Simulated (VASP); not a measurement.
# ScSi2 (P6/mmm) in VASP: further runs

Runs on ScSi2. Level: PBE. Tasks: relaxation of shape and atoms at fixed volume.

All numbers are computed with VASP 6.6.1; they aren't measurements. Logs are shortened: lines on timing, memory, paths and dates and some standing lists are left out, and cuts for length are marked.

**1. The cell of the first run**

The structure is hexagonal, space group P6/mmm (No. 191). Conventional cell: a = 4.081 Å, b = 4.081 Å, c = 3.689 Å, α = 90.00°, β = 90.00°, γ = 120.00°. Within 3.9 Å of Sc (site symmetry 6/mmm) lie 12 Si at 2.99 Å and 2 Sc at 3.69 Å. Within 3.1 Å of Si (site symmetry -6m2) lie 3 Si at 2.36 Å and 6 Sc at 2.99 Å.

**2. Relaxation of shape and atoms at fixed volume, PBE (17.73 Å³/atom)**

File INCAR:

```
SYSTEM = ScSi2
PREC     = Accurate       ! precision mode
ENCUT    = 600            ! plane-wave cutoff, eV
EDIFF    = 1E-6           ! SCF threshold, eV
ISMEAR   = 0              ! smearing method
SIGMA    = 0.05           ! smearing width, eV
LREAL    = .FALSE.        ! projectors in reciprocal space
LASPH    = .TRUE.         ! aspherical terms in the spheres
NELM     = 60             ! most SCF steps
ALGO     = Normal         ! electronic algorithm
ISIF     = 4              ! what is computed and relaxed
LWAVE    = .FALSE.        ! write WAVECAR
LCHARG   = .FALSE.        ! write CHGCAR
GGA      = PE             ! functional
IBRION   = 2              ! ionic algorithm
NSW      = 60             ! ionic steps
EDIFFG   = -0.01          ! ionic threshold
```

File KPOINTS:

```
Automatic mesh
0
G
  10 10 10
  0 0 0
```

File POSCAR:

```
ScSi2
1.0
    4.0808477184      0.0000000000      0.0000000000
   -2.0404238592      3.5341177931      0.0000000000
    0.0000000000      0.0000000000      3.6889652451
Sc Si
1 2
Direct
    0.0000000000      0.0000000000      0.0000000000
    0.3333333333      0.6666666667      0.5000000000
    0.6666666667      0.3333333333      0.5000000000
```

Potentials or basis: VASP PAW PBE potentials, release 64 (Sc_sv, Si).

On the command line:

```console
> cat potpaw_PBE.64/Sc_sv/POTCAR potpaw_PBE.64/Si/POTCAR > POTCAR
> mpirun -np 1 vasp_std > vasp.out
```

OUTCAR:

```text
SYSTEM = ScSi2
   PREC = Accurate
   ENCUT = 600
   EDIFF = 1E-6
   ISMEAR = 0
   LREAL = .FALSE.
   LASPH = .TRUE.
   NELM = 60
   ISIF = 4
   GGA = PE
   IBRION = 2
   NSW = 60
   EDIFFG = -0.01

 ion  position               nearest neighbor table
   1  0.000  0.000  0.000-   2 2.99   3 2.99   2 2.99   3 2.99   2 2.99   2 2.99   3 2.99   3 2.99
                             3 2.99   3 2.99   2 2.99   2 2.99
   2  0.333  0.667  0.500-   3 2.36   3 2.36   3 2.36   1 2.99   1 2.99   1 2.99   1 2.99   1 2.99
                             1 2.99
   3  0.667  0.333  0.500-   2 2.36   2 2.36   2 2.36   1 2.99   1 2.99   1 2.99   1 2.99   1 2.99
                             1 2.99

  LATTYP: Found a hexagonal cell.
 ALAT       =     4.0808477184
 C/A-ratio  =     0.9039703267

  Lattice vectors:

 A1 = (   4.0808477184,   0.0000000000,   0.0000000000)
 A2 = (  -2.0404238592,   3.5341177931,   0.0000000000)
 A3 = (   0.0000000000,   0.0000000000,   3.6889652451)

Analysis of symmetry for initial positions (statically):
=====================================================================
 Subroutine PRICEL returns:
 Original cell was already a primitive cell.

 Routine SETGRP: Setting up the symmetry group for a
 hexagonal supercell.

 Subroutine GETGRP returns: Found 24 space group operations
 (whereof 24 operations were pure point group operations)
 out of a pool of 24 trial point group operations.

The static configuration has the point symmetry D_6h.

Analysis of symmetry for dynamics (positions and initial velocities):
=====================================================================
 Subroutine PRICEL returns:
 Original cell was already a primitive cell.

 Routine SETGRP: Setting up the symmetry group for a
 hexagonal supercell.

 Subroutine GETGRP returns: Found 24 space group operations
 (whereof 24 operations were pure point group operations)
 out of a pool of 24 trial point group operations.

The dynamic configuration has the point symmetry D_6h.

 Subroutine INISYM returns: Found 24 space group operations
 (whereof 24 operations are pure point group operations),
 and found     1 'primitive' translations

----------------------------------------------------------------------------------------

                                     Primitive cell

  volume of cell :      53.2030

  direct lattice vectors                    reciprocal lattice vectors
     4.080847718  0.000000000  0.000000000     0.245047125  0.141478023  0.000000000
    -2.040423859  3.534117793  0.000000000     0.000000000  0.282956047  0.000000000
     0.000000000  0.000000000  3.688965245     0.000000000  0.000000000  0.271078726

  length of vectors
     4.080847718  4.080847718  3.688965245     0.282956047  0.282956047  0.271078726

  position of ions in fractional coordinates (direct lattice)
     0.000000000  0.000000000  0.000000000
     0.333333333  0.666666667  0.500000000
     0.666666667  0.333333333  0.500000000

  ion indices of the primitive-cell ions
   primitive index   ion index
                 1           1
                 2           2
                 3           3

----------------------------------------------------------------------------------------

 KPOINTS: Automatic mesh

Automatic generation of k-mesh.
 Grid dimensions read from file:
 generate k-points for:   10   10   10

 Generating k-lattice:

  Cartesian coordinates                     Fractional coordinates (reciprocal lattice)
     0.024504712  0.014147802  0.000000000     0.100000000  0.000000000  0.000000000
     0.000000000  0.028295605  0.000000000     0.000000000  0.100000000  0.000000000
     0.000000000  0.000000000  0.027107873     0.000000000  0.000000000  0.100000000

  Length of vectors
     0.028295605  0.028295605  0.027107873

  Shift w.r.t. Gamma in fractional coordinates (k-lattice)
     0.000000000  0.000000000  0.000000000

 Subroutine IBZKPT returns following result:
 ===========================================

 Found     84 irreducible k-points:

 Following reciprocal coordinates:
            Coordinates               Weight
  0.000000  0.000000  0.000000      1.000000
  0.100000 -0.000000  0.000000      6.000000
  0.200000 -0.000000  0.000000      6.000000
  0.300000 -0.000000  0.000000      6.000000
  0.400000 -0.000000  0.000000      6.000000
  0.500000 -0.000000  0.000000      3.000000
[... 16 lines left out ...]
  0.300000  0.100000  0.100000     24.000000
  0.400000  0.100000  0.100000     24.000000
 [... further k-points ...]
   k-points           NKPTS =     84   k-points in BZ     NKDIM =     84   number of bands    NBANDS=     13
   number of dos      NEDOS =    301   number of ions     NIONS =      3
   total plane-waves  NPLWV =  38880
   dimension x,y,z NGX =    36 NGY =   36 NGZ =   30
   dimension x,y,z NGXF=    72 NGYF=   72 NGZF=   60
   ions per type =               1   2
   NGX,Y,Z   is equivalent  to a cutoff of  14.67, 14.67, 13.52 a.u.
   NGXF,Y,Z  is equivalent  to a cutoff of  29.33, 29.33, 27.04 a.u.
 SYSTEM =  ScSi2
   PREC   = accura    normal or accurate (medium, high low for compatibility)
   ISTART =      0    job   : 0-new  1-cont  2-samecut
   ICHARG =      2    charge: 1-file 2-atom 10-const
   ISPIN  =      1    spin polarized calculation?
   LNONCOLLINEAR =      F non collinear calculations
   LSORBIT =      F    spin-orbit coupling
   LASPH  =      T    aspherical Exc in radial PAW
   ENCUT  =  600.0 eV  44.10 Ry    6.64 a.u.   8.15  8.15  7.37*2*pi/ulx,y,z
   NELM   =     60;   NELMIN=  2; NELMDL= -5     # of ELM steps
   EDIFF  = 0.1E-05   stopping-criterion for ELM
   LREAL  =      F    real-space projection
   EDIFFG = -.1E-01   stopping-criterion for IOM
   NSW    =     60    number of steps for IOM
   IBRION =      2    ionic relax: 0-MD 1-quasi-New 2-CG
   NFREE  =      1    steps in history (QN), initial steepest desc. (CG)
   ISIF   =      4    stress and relaxation
   ISYM   =      2    0-nonsym 1-usesym 2-fastsym
   POTIM  = 0.5000    time-step for ionic-motion
   TEBEG  =    0.0;   TEEND  =   0.0 temperature during run
   PSTRESS=    0.0 pullay stress
   NELECT =      19.0000    total number of electrons
   NUPDOWN=      -1.0000    fix difference up-down
   EMIN   =  10.00;   EMAX   =-10.00  energy-range for DOS
   EFERMI =   0.00;   METHOD = LEGACY
   ISMEAR =     0;   SIGMA  =   0.05  broadening in eV -4-tet -1-fermi 0-gaus
   EFERMI_NEDOS =   21; number of points for ismear=-14 and -15
   IALGO  =     38    algorithm
   IMIX   =      4    mixing-type and parameters
     AMIX     =   0.40;   BMIX     =  1.00
     AMIX_MAG =   1.60;   BMIX_MAG =  1.00
  volume/ion in A,a.u.               =      17.73       119.68
  Fermi-wavevector in a.u.,A,eV,Ry     =   1.161486  2.194891 18.354941  1.349050
  Thomas-Fermi vector in A             =   2.298058
   LORBIT       =      0    0 simple, 1 ext, 2 COOP (PROOUT), +10 PAW based schemes
   GGA     = PE    functional components
   LHFCALC =     F    Hartree Fock is set to
   AEXX    =    0.0000 exact exchange contribution
   IVDW    =     0    specifies the selected vdW correction
   LEPSILON=     F    determine dielectric tensor
   LRPA    =     F    only Hartree local field effects (RPA)
 conjugate gradient relaxation of ions
 non-spin polarized calculation
 Gauss-broadening in eV      SIGMA  =   0.05
  energy-cutoff  :      600.00
  volume of cell :       53.20
 maximum number of plane-waves:      1802
 NGX is ok and might be reduce to    36
   NGX = 17   NGY = 17   NGZ = 15

--------------------------------------- Ionic step        1  -------------------------------------------

 number of electron      19.0000001 magnetization

 Free energy of the ion-electron system (eV)
  ---------------------------------------------------
  ext. energy  EPLUGINS =         0.00000000
  ---------------------------------------------------
  free energy    TOTEN  =       -18.19697827 eV

  energy without entropy =      -18.19559243  energy(sigma->0) =      -18.19628535

------------------------ aborting loop because EDIFF is reached ----------------------------------------

  FORCE on cell =-STRESS in cart. coord.  units (eV):
  Direction    XX          YY          ZZ          XY          YZ          ZX
  --------------------------------------------------------------------------------------
  -------------------------------------------------------------------------------------
  Total       -1.1477281     -1.1477281     -0.9483450      0.0000000     -0.0000000      0.0000000
  in kB      -34.5631742    -34.5631742    -28.5588674      0.0000000     -0.0000000      0.0000000
  external PRESSURE =     -32.5617386 kB  Pullay stress =       0.0000000 kB
[... 59 lines left out ...]
  energy  without entropy=      -18.1959198246  energy(sigma->0) =      -18.19658805

--------------------------------------- Ionic step        3  -------------------------------------------

 number of electron      19.0000001 magnetization

 Free energy of the ion-electron system (eV)
  ---------------------------------------------------
  ext. energy  EPLUGINS =         0.00000000
  ---------------------------------------------------
  free energy    TOTEN  =       -18.19728439 eV

  energy without entropy =      -18.19594438  energy(sigma->0) =      -18.19661439

 E-fermi :   7.3473     XC(G=0): -10.5673

 val. band max:        7.3201791799   @ k =   0.4000   0.1000   0.5000
 cond. band min:       7.3556492031   @ k =   0.2000   0.1000   0.3000
 fundamental gap:      0.0354700232
 Fermi energy:         7.3472791181

 k-point     1 :       0.0000    0.0000    0.0000
  band No.  band energies     occupation
      1     -42.5570      2.00000
      2     -21.2027      2.00000
      3     -21.2027      2.00000
      4     -21.1377      2.00000
      5      -4.8917      2.00000
      6       3.9368      2.00000
      7       3.9368      2.00000
      8       5.7047      2.00000
      9       6.1092      2.00000
     10       6.3509      2.00000
     11       8.1056      0.00000
     12       8.1056      0.00000
     13       8.9801      0.00000
[... 353 lines left out ...]
 k-point    24 :       0.4000    0.1000    0.1000
  band No.  band energies     occupation
      1     -42.5544      2.00000
      2     -21.2391      2.00000
      3     -21.2133      2.00000
      4     -21.1395      2.00000
      5      -2.7156      2.00000
      6      -1.1482      2.00000
      7       2.5962      2.00000
      8       5.4796      2.00000
      9       5.6156      2.00000
     10       7.7301      0.00000
     11       8.8101      0.00000
     12       9.0359      0.00000
     13       9.2367      0.00000

 [... further k-points ...]

------------------------ aborting loop because EDIFF is reached ----------------------------------------

  FORCE on cell =-STRESS in cart. coord.  units (eV):
  Direction    XX          YY          ZZ          XY          YZ          ZX
  --------------------------------------------------------------------------------------
  -------------------------------------------------------------------------------------
  Total       -1.0552619     -1.0552619     -1.0568103      0.0000000      0.0000000      0.0000000
  in kB      -31.7786091    -31.7786091    -31.8252368      0.0000000      0.0000000      0.0000000
  external PRESSURE =     -31.7941517 kB  Pullay stress =       0.0000000 kB
[... 18 lines left out ...]
  FREE ENERGIE OF THE ION-ELECTRON SYSTEM (eV)
  ---------------------------------------------------
  free  energy   TOTEN  =       -18.1972843905 eV

  energy  without entropy=      -18.1959443827  energy(sigma->0) =      -18.19661439

 reached required accuracy - stopping structural energy minimisation
```

Run time: 49 s. Hardware: 1 thread of Intel Xeon 6975P-C (Granite Rapids), shared host; peak memory 0.24 GiB.

What came out:

* Free energy: -18.1973 eV
* Energy gained by relaxing: 0.1 meV/atom
* Ionic steps: 3
* Pressure after relaxing: -3.2 GPa
* Band gap on the k mesh: zero (an odd number of electrons rules out a gap without spin polarisation)

Step by step:
| step | energy change (eV) | largest force (eV/Å) | pressure (GPa) | volume (Å³) |
| --- | --- | --- | --- | --- |
| 1 | 0.0000 | 0.0000 | -3.26 | 53.20 |
| 2 | -0.0003 | 0.0000 | -3.19 | 53.20 |
| 3 | -0.0003 | 0.0000 | -3.18 | 53.20 |

Final structure:
```
Sc Si
1.0
     4.07460    0.00000    0.00000
    -2.03730    3.52871    0.00000
     0.00000    0.00000    3.70028
Sc Si
1 2
Direct
  0.00000 0.00000 0.00000
  0.33333 0.66667 0.50000
  0.66667 0.33333 0.50000
```

Levels at points of the mesh, in eV from the Fermi level:
```tsv
k point	band 7	band 8	band 9	band 10	band 11	band 12	band 13
(0.00, 0.00, 0.00)	-3.41	-1.64	-1.24	-1.00	0.76	0.76	1.63
(0.50, 0.00, 0.00)	-4.11	-2.57	-1.58	1.18	1.63	1.65	1.89
(0.00, 0.00, 0.50)	-2.29	-2.29	-1.17	-1.17	0.17	0.31	0.31
(0.50, 0.00, 0.50)	-4.29	-3.88	-3.32	-0.43	2.01	2.26	2.78
```

Caveat: an odd number of electrons without spin polarisation forces a metal; a magnetic or distorted state may lie lower.

[end of part 1 of 2]

The gap in the log of VASP goes by the Fermi energy; the results here count the filled bands.